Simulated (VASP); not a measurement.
# Si2W: relaxation of cell and atoms with PBEsol+U

The system is Si2W.

```xyz
3
Lattice="-1.6069 1.6069 3.9150 1.6069 -1.6069 3.9150 1.6069 1.6069 -3.9150" Properties=species:S:1:pos:R:3 pbc="T T T"
W     0.0000    0.0000    0.0000
Si    0.0000    0.0000    5.2092
Si    0.0000    0.0000    2.6207
```

```yaml
Program: VASP 6.6.1
Task: relaxation of cell and atoms
Functional: PBEsol
Potentials_or_basis: VASP PAW PBE potentials, release 64 (W_sv, Si)
Cutoff: 600 eV
k_mesh: 12 × 12 × 12
Occupations: fermi-dirac, width 0.05 eV
Spin: no spin polarisation
Hubbard_terms: W d U = 2.0 eV
Dipole_correction: no
Further_INCAR_settings: ALGO = Normal; EDIFF = 1e-06; IBRION = 2; EDIFFG = -0.01; NSW = 60; ISIF = 3
```

```yaml
Relaxed_volume: 13.49 Å³/atom
Relaxed_cell: a = 4.529 Å, b = 4.529 Å, c = 4.529 Å, α = 138.44°, β = 138.44°, γ = 60.24°
Space_group_after_relaxing_to_0.05_Å: I4/mmm (No. 139)
Energy_gained_by_relaxing: 0.0 meV/atom
Ionic_steps: 3
Pressure_after_relaxing: 0.0 GPa
Largest_force_after_relaxing: 0.006 eV/Å
Band_gap_on_the_k_mesh: zero (band 11 reaches 12.64 eV, above the bottom of band 12 at 11.33 eV)
```

Forces on the atoms (eV/Å):
```
W    0.000  0.000  0.000
Si   0.000  0.000  0.006
Si   0.000  0.000 -0.006
```

Final structure:
```xyz
3
Lattice="-1.6070 1.6070 3.9178 1.6070 -1.6070 3.9178 1.6070 1.6070 -3.9178" Properties=species:S:1:pos:R:3 pbc="T T T"
W     0.0000    0.0000    0.0000
Si    0.0000    0.0000    5.2134
Si    0.0000    0.0000    2.6222
```

Levels at points of the mesh, in eV from the Fermi level:
```csv
k point,band 8,band 9,band 10,band 11,band 12,band 13,band 14,band 15
"(0.00, 0.00, 0.00)",-3.21,-2.87,-2.87,0.58,2.70,2.86,3.02,3.02
"(0.50, 0.00, 0.00)",-4.91,-2.82,-2.72,-0.47,2.76,2.86,3.88,4.41
"(0.50, 0.50, 0.00)",-5.51,-5.03,-3.29,-1.84,2.74,3.19,3.20,3.86
"(0.50, 0.50, 0.50)",-2.54,-0.88,-0.88,-0.53,-0.53,0.76,4.45,4.86
```

Eigenvalues of the final occupation matrices:
```
    site  spin  trace               eigenvalues
site 1 d     1   1.81  0.26 0.32 0.41 0.41 0.41
site 1 d     2   1.81  0.26 0.32 0.41 0.41 0.41
```

Wall time 2.6 min on 1 thread of AMD EPYC 9R45 96-Core Processor (Zen 5), with other jobs on the host, peak memory 0.27 GiB.

Caveat: the PAW data sets were made with another functional, which shifts forces and pressure a little; spin-orbit coupling is left out, which moves the levels of the heavy elements; U without spin polarisation on a metal has little footing; the U is typed as a test and isn't derived for this compound.
